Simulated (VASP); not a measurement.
Crystal: Sb.

```
Sb
1.0
     3.18093    0.00000    0.00000
     0.00000    3.18093    0.00000
     0.00000    0.00000    3.18093
Sb
1
Direct
  0.00000 0.00000 0.00000
```

This isn't the form of Sb at room conditions, which is rhombohedral.

Base run:

- Program: VASP 6.6.1
- Functional: PBE0
- Potentials or basis: VASP PAW PBE potentials, release 64 (Sb)
- Cutoff: 520 eV
- k mesh: 6 × 6 × 6
- Occupations: fermi-dirac, width 0.05 eV
- Spin: no spin polarisation

Its results: band gap on the k mesh zero (an odd number of electrons rules out a gap without spin polarisation); pressure -5.1 GPa.

Question: The run is repeated on the same cell with these changes: functional from PBE0 to r2SCAN0; k mesh from 6 × 6 × 6 to 4 × 4 × 4. What comes out?

Answer: Band gap on the k mesh zero (an odd number of electrons rules out a gap without spin polarisation); pressure -7.8 GPa.

Several settings changed at once.

Caveats: some runs use coarse meshes; the PAW data sets were made with another functional, which shifts forces and pressure a little; spin-orbit coupling is left out, which moves the levels of the heavy elements; the cell stands under tension (at least some runs).
